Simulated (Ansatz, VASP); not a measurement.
# Na: VASP beside Ansatz

```xyz
1
Lattice="2.9676 0.0000 0.0000 -1.4838 2.5701 0.0000 0.0000 0.0000 2.7725" Properties=species:S:1:pos:R:3 pbc="T T T"
Na    0.0000    0.0000    0.0000
```

Alike in both runs: task single point; functional PBE; dispersion D3(BJ); k mesh 13 × 13 × 12; occupations fermi-dirac, width 0.08 eV; no spin polarisation.

```csv
,VASP,Ansatz
version,VASP 6.6.1,Ansatz 0.2.0
potentials or method,"VASP PAW PBE potentials, release 64 (Na_pv), cutoff 520 eV","all-electron PAW with datasets made for the crystal, scalar-relativistic"
```

|  | VASP | Ansatz | Ansatz less VASP |
| --- | --- | --- | --- |
| gap on the k mesh at the Fermi level (eV) | none | none | - |
| pressure (GPa) | 10.3 | 10.4 | +0.12 |
| traceless stress, the component that is largest in VASP (GPa) | -0.25 | -0.25 | 0.000 |

A gap of «none» marks a metal or a gap that the smearing closes. Ansatz ran all-electron here, and VASP with PAW potentials. Ansatz's warnings: force scf threshold loose, stress scf threshold loose.
